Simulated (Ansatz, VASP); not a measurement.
## One calculation of B2AsN, two programs

```
CELL_PARAMETERS angstrom
3.73226 0.00000 0.00000
-1.86613 3.23223 0.00000
0.00000 0.00000 3.73769
ATOMIC_POSITIONS crystal
B 0.33333 0.66667 0.00000
B 0.66667 0.33333 0.00000
As 0.00000 0.00000 0.00000
N 0.00000 0.00000 0.50000
```

Alike in both runs: functional LDA; k mesh 15 × 15 × 12; occupations gaussian, width 0.1 eV; no spin polarisation.

Ansatz relaxed the structure, and its values are those at the end. VASP's run is a single point on that final structure, the one shown.

```csv
,VASP,Ansatz
version,VASP 6.6.1,Ansatz 0.2.0
potentials or method,"VASP PAW LDA potentials, release 64 (B, As_d, N), cutoff 600 eV","scalar-relativistic, plane waves, PAW"
valence electrons in the cell,26,26
```

Ansatz gave:

| Item | Value |
| --- | --- |
| gap on the k mesh at the Fermi level (eV) | none |
| pressure (GPa) | 0.0 |

Question: What did VASP give for the same quantities?

Answer: gap on the k mesh at the Fermi level (eV): none; pressure (GPa): 0.4.

LDA's correlation is that of Perdew and Zunger in VASP and of Perdew and Wang (1992) in Ansatz. A gap of «none» marks a metal or a gap that the smearing closes.
